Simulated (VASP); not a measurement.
# Ni (P6_3/mmc) in VASP: further runs

The runs below take Ni through single point, with PBE.

Program: VASP 6.6.1. These are calculated values, not measurements. Logs are shortened: lines on timing, memory, paths and dates and some standing lists are left out, and cuts for length are marked.

## (1) The cell of the first run

Symmetry: P6_3/mmc, No. 194, hexagonal system. Conventional cell: a = 2.482 Å, b = 2.482 Å, c = 4.083 Å, α = 90.00°, β = 90.00°, γ = 120.00°. Within 3.3 Å of Ni (site symmetry -6m2) lie 12 Ni at 2.48 to 2.49 Å.

## (2) Single point, PBE

INCAR reads:

```
PREC = Accurate ; ENCUT = 520
EDIFF = 1E-7 ; ISMEAR = -1
SIGMA = 0.1 ; LREAL = False
LASPH = True ; NELM = 60
ALGO = Normal ; ISIF = 2
LWAVE = False ; LCHARG = True
GGA = PE ; LELF = True
LVHAR = True ; NBANDS = 17
```

KPOINTS reads:

```
Automatic mesh
0
Gamma
  24 24 13
```

POSCAR reads:

```
Ni
1.0
    2.4824367571      0.0000000000      0.0000000000
   -1.2412183786      2.1498532949      0.0000000000
    0.0000000000      0.0000000000      4.0826416205
Ni
2
Direct
    0.3333333333      0.6666666667      0.2500000000
    0.6666666667      0.3333333333      0.7500000000
```

Potentials or basis: VASP PAW PBE potentials, release 64 (Ni).

The run is started by

```sh
> cat potpaw_PBE.64/Ni/POTCAR > POTCAR
> mpirun -np 1 vasp_std > vasp.out
```

OUTCAR:

```text
PREC = Accurate
   ENCUT = 520
   EDIFF = 1E-7
   ISMEAR = -1
   LREAL = False
   LASPH = True
   NELM = 60
   ISIF = 2
   GGA = PE

 ion  position               nearest neighbor table
   1  0.333  0.667  0.250-   2 2.49   2 2.49   2 2.49   2 2.49   2 2.49   2 2.49
   2  0.667  0.333  0.750-   1 2.49   1 2.49   1 2.49   1 2.49   1 2.49   1 2.49

  LATTYP: Found a hexagonal cell.
 ALAT       =     2.4824367571
 C/A-ratio  =     1.6446105259

  Lattice vectors:

 A1 = (   2.4824367571,   0.0000000000,   0.0000000000)
 A2 = (  -1.2412183786,   2.1498532949,   0.0000000000)
 A3 = (   0.0000000000,   0.0000000000,   4.0826416205)

Analysis of symmetry for initial positions (statically):
=====================================================================
 Subroutine PRICEL returns:
 Original cell was already a primitive cell.

 Routine SETGRP: Setting up the symmetry group for a
 hexagonal supercell.

 Subroutine GETGRP returns: Found 24 space group operations
 (whereof 12 operations were pure point group operations)
 out of a pool of 24 trial point group operations.

The static configuration has the point symmetry D_3d.
 The point group associated with its full space group is D_6h.

Analysis of symmetry for dynamics (positions and initial velocities):
=====================================================================
 Subroutine PRICEL returns:
 Original cell was already a primitive cell.

 Routine SETGRP: Setting up the symmetry group for a
 hexagonal supercell.

 Subroutine GETGRP returns: Found 24 space group operations
 (whereof 12 operations were pure point group operations)
 out of a pool of 24 trial point group operations.

The dynamic configuration has the point symmetry D_3d.
 The point group associated with its full space group is D_6h.

 Subroutine INISYM returns: Found 24 space group operations
 (whereof 12 operations are pure point group operations),
 and found     1 'primitive' translations

----------------------------------------------------------------------------------------

                                     Primitive cell

  volume of cell :      21.7885

  direct lattice vectors                    reciprocal lattice vectors
     2.482436757  0.000000000  0.000000000     0.402830000  0.232574009  0.000000000
    -1.241218379  2.149853295  0.000000000     0.000000000  0.465148018  0.000000000
[... 76 lines left out ...]
   PREC   = accura    normal or accurate (medium, high low for compatibility)
   ISTART =      0    job   : 0-new  1-cont  2-samecut
   ICHARG =      2    charge: 1-file 2-atom 10-const
   ISPIN  =      1    spin polarized calculation?
   LNONCOLLINEAR =      F non collinear calculations
   LSORBIT =      F    spin-orbit coupling
   LASPH  =      T    aspherical Exc in radial PAW
   ENCUT  =  520.0 eV  38.22 Ry    6.18 a.u.   4.62  4.62  7.59*2*pi/ulx,y,z
   NELM   =     60;   NELMIN=  2; NELMDL= -5     # of ELM steps
   EDIFF  = 0.1E-06   stopping-criterion for ELM
   LREAL  =      F    real-space projection
   EDIFFG = 0.1E-05   stopping-criterion for IOM
   NSW    =      0    number of steps for IOM
   IBRION =     -1    ionic relax: 0-MD 1-quasi-New 2-CG
   NFREE  =      0    steps in history (QN), initial steepest desc. (CG)
   ISIF   =      2    stress and relaxation
   ISYM   =      2    0-nonsym 1-usesym 2-fastsym
   POTIM  = 0.5000    time-step for ionic-motion
   TEBEG  =    0.0;   TEEND  =   0.0 temperature during run
   PSTRESS=    0.0 pullay stress
   NELECT =      20.0000    total number of electrons
   NUPDOWN=      -1.0000    fix difference up-down
   EMIN   =  10.00;   EMAX   =-10.00  energy-range for DOS
   EFERMI =   0.00;   METHOD = LEGACY
   ISMEAR =    -1;   SIGMA  =   0.10  broadening in eV -4-tet -1-fermi 0-gaus
   EFERMI_NEDOS =   21; number of points for ismear=-14 and -15
   IALGO  =     38    algorithm
   IMIX   =      4    mixing-type and parameters
     AMIX     =   0.40;   BMIX     =  1.00
     AMIX_MAG =   1.60;   BMIX_MAG =  1.00
  volume/ion in A,a.u.               =      10.89        73.52
  Fermi-wavevector in a.u.,A,eV,Ry     =   1.591019  3.006590 34.440997  2.531342
  Thomas-Fermi vector in A             =   2.689624
   LORBIT       =      0    0 simple, 1 ext, 2 COOP (PROOUT), +10 PAW based schemes
   GGA     = PE    functional components
[... 5 lines left out ...]
 non-spin polarized calculation
  energy-cutoff  :      520.00
  volume of cell :       21.79
 maximum number of plane-waves:       600
   NGX =  9   NGY =  9   NGZ = 15

 number of electron      20.0000013 magnetization

 Free energy of the ion-electron system (eV)
  ---------------------------------------------------
  ext. energy  EPLUGINS =         0.00000000
  ---------------------------------------------------
  free energy    TOTEN  =       -10.88784285 eV

  energy without entropy =      -10.69792321  energy(sigma->0) =      -10.79288303

 E-fermi :   9.2110     XC(G=0): -13.2447

 val. band max:        9.2105636182   @ k =   0.3333   0.1667   0.1538
 cond. band min:       9.2112163031   @ k =   0.3333   0.0417   0.0769
 fundamental gap:      0.0006526849
 Fermi energy:         9.2109705816

 k-point     1 :       0.0000    0.0000    0.0000
  band No.  band energies     occupation
      1       0.3394      2.00000
      2       4.7589      2.00000
      3       7.3106      2.00000
      4       7.3987      2.00000
      5       7.3987      2.00000
      6       7.6708      2.00000
[... 457 lines left out ...]
      4       7.1024      2.00000
      5       7.3254      2.00000
      6       7.3879      2.00000
[... 9 lines left out ...]
     16      22.7947      0.00000
     17      23.9288      0.00000

 [... further k-points ...]

------------------------ aborting loop because EDIFF is reached ----------------------------------------

  FORCE on cell =-STRESS in cart. coord.  units (eV):
  Direction    XX          YY          ZZ          XY          YZ          ZX
  --------------------------------------------------------------------------------------
  -------------------------------------------------------------------------------------
  Total        0.0115918      0.0115918     -0.0087646     -0.0000000      0.0000000      0.0000000
  in kB        0.8523806      0.8523806     -0.6444871     -0.0000000      0.0000000      0.0000000
  external PRESSURE =       0.3534247 kB  Pullay stress =       0.0000000 kB

 VOLUME and BASIS-vectors are now :
 -----------------------------------------------------------------------------
  energy-cutoff  :      520.00
  volume of cell :       21.79
      direct lattice vectors                 reciprocal lattice vectors
     2.482436757  0.000000000  0.000000000     0.402830000  0.232574009  0.000000000
    -1.241218379  2.149853295  0.000000000     0.000000000  0.465148018  0.000000000
     0.000000000  0.000000000  4.082641620     0.000000000  0.000000000  0.244939452

 POSITION                                       TOTAL-FORCE (eV/Angst)
 -----------------------------------------------------------------------------------
     -0.00000      1.43324      1.02066        -0.000000      0.000000      0.000000
      1.24122      0.71662      3.06198         0.000000      0.000000      0.000000
 -----------------------------------------------------------------------------------
    total drift:                               -0.000000     -0.000000     -0.000000

  FREE ENERGIE OF THE ION-ELECTRON SYSTEM (eV)
  ---------------------------------------------------
  free  energy   TOTEN  =       -10.8878428505 eV

  energy  without entropy=      -10.6979232120  energy(sigma->0) =      -10.79288303
```

OSZICAR:

```text
N       E                     dE             d eps       ncg     rms          rms(c)
DAV:   1     0.857973164643E+02    0.85797E+02   -0.97303E+03 15190   0.172E+03
DAV:   2    -0.100491535449E+02   -0.95846E+02   -0.90221E+02 14558   0.252E+02
DAV:   3    -0.129229181501E+02   -0.28738E+01   -0.28069E+01 16283   0.579E+01
DAV:   4    -0.129564684392E+02   -0.33550E-01   -0.33536E-01 18457   0.533E+00
DAV:   5    -0.129571823318E+02   -0.71389E-03   -0.71386E-03 16957   0.705E-01    0.137E+01
DAV:   6    -0.115983312122E+02    0.13589E+01   -0.10468E+01 15019   0.708E+01    0.842E+00
DAV:   7    -0.109227248294E+02    0.67561E+00   -0.22160E+00 15411   0.295E+01    0.241E+00
DAV:   8    -0.108916391705E+02    0.31086E-01   -0.14394E-02 22365   0.189E+00    0.711E-01
DAV:   9    -0.108878226915E+02    0.38165E-02   -0.98916E-04 22389   0.458E-01    0.645E-02
DAV:  10    -0.108878394451E+02   -0.16754E-04   -0.61552E-05 15345   0.805E-02    0.361E-02
DAV:  11    -0.108878425356E+02   -0.30905E-05   -0.34422E-06 19987   0.185E-02    0.358E-03
DAV:  12    -0.108878427615E+02   -0.22583E-06   -0.44629E-07 15432   0.669E-03    0.224E-03
DAV:  13    -0.108878428505E+02   -0.89033E-07   -0.16571E-08  8149   0.141E-03
   1 F= -.10887843E+02 E0= -.10792883E+02  d E =-.189920E+00
```

stdout:

```text
POSCAR found type information on POSCAR Ni
 POSCAR found :  1 types and       2 ions
 scaLAPACK will be used
 LDA part: xc-table for (Slater+PW92), standard interpolation
 POSCAR, INCAR and KPOINTS ok, starting setup
 FFT: planning ... GRIDC
 FFT: planning ... GRID_SOFT
 FFT: planning ... GRID
 WAVECAR not read
 entering main loop
```

Run time: 53 s. Hardware: 1 thread of Intel Xeon 6975P-C (Granite Rapids), shared host; peak memory 0.23 GiB.

What came out:

```
Free energy            : -10.8878 eV
Pressure               : 0.0 GPa
Band gap on the k mesh : zero (band 10 reaches 9.29 eV, above the bottom of band 11 at 8.80 eV)
```

Levels at points of the mesh, in eV from the Fermi level:
| k point | band 8 | band 9 | band 10 | band 11 | band 12 | band 13 |
| --- | --- | --- | --- | --- | --- | --- |
| (0.00, 0.00, 0.00) | -1.12 | -1.12 | -0.24 | -0.17 | -0.17 | 5.93 |
| (0.50, 0.00, 0.00) | -0.04 | 0.01 | 0.08 | 1.56 | 3.39 | 9.51 |

Caveat: the run has no spin polarisation, though such a crystal can be magnetic. Spin polarisation is off, so any magnetic state and its effect on volume and gap are missing.

## (3) Single point, PBE, non-collinear spin, zero start, spin-orbit coupling

INCAR reads:

```
SYSTEM = Ni
  PREC = Accurate
  ENCUT = 520
  EDIFF = 1E-6
  ISMEAR = -1
  SIGMA = 0.1
  LREAL = .FALSE.
  LASPH = .TRUE.
  NELM = 150
  ALGO = Normal
  ISIF = 2
  LWAVE = .FALSE.
  LCHARG = .TRUE.
  LNONCOLLINEAR = .TRUE.
  MAGMOM = 0 0 0 0 0 0
  LORBIT = 11
  LSORBIT = .TRUE.
  GGA_COMPAT = .FALSE.
  LORBMOM = .TRUE.
  LMAXMIX = 4
  GGA = PE
  LVHAR = .TRUE.
  NBANDS = 32
```

KPOINTS reads:

```
Automatic mesh
0
G
  14 14 8
  0 0 0
```

POSCAR is that of step 2.

Potentials or basis: VASP PAW PBE potentials, release 64 (Ni).

The run is started by

```sh
> cat potpaw_PBE.64/Ni/POTCAR > POTCAR
> mpirun -np 1 vasp_ncl > vasp.out
```

OUTCAR:

```text
SYSTEM = Ni
   PREC = Accurate
   ENCUT = 520
   EDIFF = 1E-6
   ISMEAR = -1
   LREAL = .FALSE.
   LASPH = .TRUE.
   NELM = 150
   ISIF = 2
   LNONCOLLINEAR = .TRUE.
   LORBIT = 11
   LSORBIT = .TRUE.
   GGA = PE

 ion  position               nearest neighbor table
   1  0.333  0.667  0.250-   2 2.49   2 2.49   2 2.49   2 2.49   2 2.49   2 2.49
   2  0.667  0.333  0.750-   1 2.49   1 2.49   1 2.49   1 2.49   1 2.49   1 2.49

  LATTYP: Found a hexagonal cell.
 ALAT       =     2.4824367571
 C/A-ratio  =     1.6446105259

  Lattice vectors:

 A1 = (   2.4824367571,   0.0000000000,   0.0000000000)
 A2 = (  -1.2412183786,   2.1498532949,   0.0000000000)
 A3 = (   0.0000000000,   0.0000000000,   4.0826416205)

Analysis of symmetry for initial positions (statically):
=====================================================================
 Subroutine PRICEL returns:
 Original cell was already a primitive cell.

 Routine SETGRP: Setting up the symmetry group for a
 hexagonal supercell.

 Subroutine GETGRP returns: Found 24 space group operations
 (whereof 12 operations were pure point group operations)
 out of a pool of 24 trial point group operations.

[... 1106 lines left out ...]
     0.0000000     0.0000000     0.0000000     0.0000000     0.0000000     0.0000000     0.0000000
     0.0000000     0.0000000     0.0000000     0.0000000     0.0000000     0.0000000     0.0000000
     0.0000000     0.0000000     0.0000000     0.0000000     0.0000000     0.0000000     0.0000000
     0.0000000     0.0000000     0.0000000     0.0000000     0.0000000     0.0000000     0.0000000

 Ion:    2  E_soc:     -0.0212674
 l=   1
     0.0000000    -0.0004097    -0.0004154
    -0.0004097     0.0000000    -0.0004097
    -0.0004154    -0.0004097     0.0000000
 l=   2
     0.0000000    -0.0006682     0.0000000    -0.0006682    -0.0024405
    -0.0006682     0.0000000    -0.0018189    -0.0006477    -0.0006682
     0.0000000    -0.0018189     0.0000000    -0.0018189     0.0000000
    -0.0006682    -0.0006477    -0.0018189     0.0000000    -0.0006682
    -0.0024405    -0.0006682     0.0000000    -0.0006682     0.0000000
 l=   3
     0.0000000     0.0000000     0.0000000     0.0000000     0.0000000     0.0000000     0.0000000
     0.0000000     0.0000000     0.0000000     0.0000000     0.0000000     0.0000000     0.0000000
     0.0000000     0.0000000     0.0000000     0.0000000     0.0000000     0.0000000     0.0000000
     0.0000000     0.0000000     0.0000000     0.0000000     0.0000000     0.0000000     0.0000000
     0.0000000     0.0000000     0.0000000     0.0000000     0.0000000     0.0000000     0.0000000
     0.0000000     0.0000000     0.0000000     0.0000000     0.0000000     0.0000000     0.0000000
     0.0000000     0.0000000     0.0000000     0.0000000     0.0000000     0.0000000     0.0000000

 total charge

# of ion       s       p       d       tot
------------------------------------------
    1        0.493   0.491   8.327   9.311
    2        0.493   0.491   8.327   9.311
--------------------------------------------------
tot          0.986   0.982  16.654  18.621

 magnetization (x)

# of ion       s       p       d       tot
------------------------------------------
    1        0.000  -0.000   0.000  -0.000
    2        0.000  -0.000  -0.000  -0.000
--------------------------------------------------
tot          0.000  -0.000  -0.000  -0.000

 magnetization (y)

# of ion       s       p       d       tot
------------------------------------------
    1        0.000   0.000  -0.000  -0.000
    2        0.000   0.000  -0.000  -0.000
--------------------------------------------------
tot          0.000   0.000  -0.000  -0.000

 magnetization (z)

# of ion       s       p       d       tot
------------------------------------------
    1        0.000   0.000   0.000   0.000
    2        0.000   0.000   0.000   0.000
--------------------------------------------------
tot          0.000   0.000   0.000   0.000
```

OSZICAR:

```text
N       E                     dE             d eps       ncg     rms          rms(c)
DAV:   1     0.126589703813E+03    0.12659E+03   -0.89213E+03  7808   0.183E+03
DAV:   2    -0.434967785130E+01   -0.13094E+03   -0.12344E+03  7712   0.324E+02
DAV:   3    -0.128434497611E+02   -0.84938E+01   -0.81525E+01  8704   0.105E+02
DAV:   4    -0.129758510535E+02   -0.13240E+00   -0.13226E+00  8704   0.138E+01
DAV:   5    -0.129798368227E+02   -0.39858E-02   -0.39856E-02 10368   0.178E+00    0.138E+01
DAV:   6    -0.116013164071E+02    0.13785E+01   -0.11515E+01  8792   0.752E+01    0.849E+00
DAV:   7    -0.109426527068E+02    0.65866E+00   -0.24605E+00  8792   0.323E+01    0.240E+00
DAV:   8    -0.109137569354E+02    0.28896E-01   -0.21564E-02 10848   0.205E+00    0.771E-01
DAV:   9    -0.109108427817E+02    0.29142E-02   -0.94180E-04 10248   0.329E-01    0.344E-01
DAV:  10    -0.109097116803E+02    0.11311E-02   -0.16412E-04 12472   0.213E-01    0.554E-02
DAV:  11    -0.109097264151E+02   -0.14735E-04   -0.68550E-05  8112   0.918E-02    0.215E-02
DAV:  12    -0.109097257396E+02    0.67549E-06   -0.15707E-06  8360   0.108E-02
   1 F= -.10909726E+02 E0= -.10815648E+02  d E =-.188156E+00  mag=     0.0000    -0.0000    -0.0000
```

It took 71 s on 1 thread of Intel Xeon 6975P-C (Granite Rapids), shared host; peak memory 0.24 GiB.

Results:

- Free energy: -10.9097 eV
- Pressure: 0.2 GPa
- Net moment: 0.00 μB per cell
- Valence electrons inside the program's atomic spheres: Ni 9.31

Stress tensor (GPa, compression positive):
```
0.28 0.00 0.00
0.00 0.28 0.00
0.00 0.00 0.15
```

Moments on the atoms (μB; x, y, z):
```
Ni  0.00 0.00 0.00
Ni  0.00 0.00 0.00
```
